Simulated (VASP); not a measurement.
Input of a VASP 6.6.1 run:

Contents of INCAR:

```
PREC     = Accurate       # precision mode
ENCUT    = 520            # plane-wave cutoff, eV
EDIFF    = 1E-6           # SCF threshold, eV
ISMEAR   = 0              # smearing method
SIGMA    = 0.1            # smearing width, eV
LREAL    = F              # projectors in reciprocal space
LASPH    = T              # aspherical terms in the spheres
NELM     = 100            # most SCF steps
ALGO     = Normal         # electronic algorithm
ISIF     = 2              # what is computed and relaxed
LWAVE    = F              # write WAVECAR
LCHARG   = F              # write CHGCAR
GGA      = PE             # functional
NBANDS   = 22             # bands
```

Contents of KPOINTS:

```
Automatic mesh
0
Gamma
  6 6 2
```

POSCAR

```
Li2CaO2
1.0
    3.8862865700      0.0000000000      0.0000000000
   -1.9431432800      3.3656228900      0.0000000000
    0.0000000000      0.0000000000      8.1277130200
Li Ca O
2 1 2
Direct
    0.3333333300      0.6666666700      0.8393627200
    0.6666666700      0.3333333300      0.1606372800
    0.0000000000      0.0000000000      0.5000000000
    0.3333333300      0.6666666700      0.2819426600
    0.6666666700      0.3333333300      0.7180573400
```

Potentials or basis: VASP PAW PBE potentials, release 64 (Li_sv, Ca_sv, O).

Command:

```bash
$ cat potpaw_PBE.64/Li_sv/POTCAR potpaw_PBE.64/Ca_sv/POTCAR potpaw_PBE.64/O/POTCAR > POTCAR
$ mpirun -np 1 vasp_std > vasp.out
```

(1) What does it give for the largest force?

(2) What does it give for the band gap on the k mesh?

Answers

(1) 1.232 eV/Å.

(2) 0.92 eV.

Caveat: forces of over 1 eV/Å act on the atoms, so gaps and moduli don't describe the material at rest.
